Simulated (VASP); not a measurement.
## KF: single point with LDA

The system is KF.

```
K F
1.0
     0.00000    2.60666    2.80717
     2.60666    0.00000    2.80717
     2.60666    2.60666    0.00000
K F
1 1
Direct
  0.00000 0.00000 0.00000
  0.50000 0.50000 0.50000
```

This cell differs from its parent crystal: strain -0.025 along x and y, +0.050 along z.

```
Program                : VASP 6.6.1
Task                   : single point
Functional             : LDA
Potentials or basis    : VASP PAW LDA potentials, release 64 (K_sv, F)
Cutoff                 : 520 eV
k mesh                 : 8 × 8 × 8
Occupations            : gaussian, width 0.05 eV
Spin                   : no spin polarisation
Dipole correction      : no
Further INCAR settings : ALGO = Normal; EDIFF = 1e-06; NBANDS = 15
```

```json
{
  "Pressure": "-2.9 GPa",
  "Band gap on the k mesh": "5.73 eV, direct"
}
```

Stress tensor (GPa, compression positive):
```
-2.01  0.00  0.00
 0.00 -2.01  0.00
 0.00  0.00 -4.81
```

Levels at points of the mesh, in eV from the valence-band top:
| k point | band 5 | band 6 | band 7 | band 8 | band 9 | band 10 | band 11 | band 12 |
| --- | --- | --- | --- | --- | --- | --- | --- | --- |
| (0.00, 0.00, 0.00) | -9.12 | -0.10 | 0.00 | 0.00 | 5.73 | 10.20 | 10.66 | 10.66 |
| (0.50, 0.00, 0.00) | -9.11 | -0.89 | -0.42 | -0.40 | 8.72 | 10.16 | 11.74 | 12.20 |
| (0.50, 0.50, 0.00) | -9.30 | -0.36 | -0.04 | -0.04 | 8.05 | 10.09 | 10.90 | 13.60 |
| (0.50, 0.00, 0.50) | -9.34 | -0.18 | -0.17 | -0.05 | 7.80 | 10.10 | 11.57 | 13.54 |

Run time: 29 s on 1 thread of Intel(R) Xeon(R) Platinum 8488C (Sapphire Rapids), on a shared host, peak memory 0.15 GiB.

Caveat: the cell differs from its parent crystal (strain -0.025 along x and y, +0.050 along z). A k mesh can miss the band edges.
